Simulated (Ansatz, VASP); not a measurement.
One calculation of RbBr, two programs

INCAR

```
SYSTEM = RbBr
  PREC = Accurate
  ENCUT = 520
  EDIFF = 1E-6
  ISMEAR = 0
  SIGMA = 0.05
  LREAL = .FALSE.
  LASPH = .TRUE.
  NELM = 100
  ALGO = Normal
  ISIF = 2
  LWAVE = .FALSE.
  LCHARG = .TRUE.
  GGA = PS
  LELF = .TRUE.
  LVHAR = .TRUE.
  NBANDS = 15
```

KPOINTS

```
regular mesh
0
G
  6 6 6
  0 0 0
```

POSCAR

```
RbBr
1.0
    0.0000000000      3.8474323490      2.7201346708
    3.8474323490      0.0000000000      2.7201346708
    3.8474323490      3.8474323490      0.0000000000
Rb Br
1 1
Direct
    0.0000000000      0.0000000000      0.0000000000
    0.5000000000      0.5000000000      0.5000000000
```

Input for Ansatz:

```yaml
crystal:
  lattice:
    - [0.0, 3.847432349, 2.7201346708]
    - [3.847432349, 0.0, 2.7201346708]
    - [3.847432349, 3.847432349, 0.0]
  atoms:
    - { symbol: Rb, position: [0.0, 0.0, 0.0] }
    - { symbol: Br, position: [0.5, 0.5, 0.5] }
basis:
  ecutwfc: 420
kpoints:
  mp_grid: { grid: [6, 6, 6] }
hamiltonian:
  xc: pbesol
scf:
  occupations: { method: gaussian, width: 0.05 }
output:
  forces: true
  stress: true
  eigenvalues: true
```

Alike in both runs: task single point; functional PBEsol; k mesh 6 × 6 × 6; occupations gaussian, width 0.05 eV; no spin polarisation.

```csv
,VASP,Ansatz
version,VASP 6.6.1,Ansatz 0.2.0
potentials or method,"VASP PAW PBE potentials, release 64 (Rb_sv, Br), cutoff 520 eV","scalar-relativistic, plane waves, PAW"
valence electrons in the cell,16,16
```

VASP gave:

```
gap on the k mesh at the Fermi level (eV)                     : 2.71
least direct gap on the mesh (eV)                             : 2.71
pressure (GPa)                                                : 8.2
traceless stress, the component that is largest in VASP (GPa) : 18.88
```

Problem. Which values does Ansatz return?

Solution. gap on the k mesh at the Fermi level (eV): 2.72; least direct gap on the mesh (eV): 2.72; pressure (GPa): 8.0; traceless stress, the component that is largest in VASP (GPa): 18.61.

VASP's potentials were made for PBE, not for PBEsol. With one functional, cell and mesh, what is left measures potentials, basis and numerics.
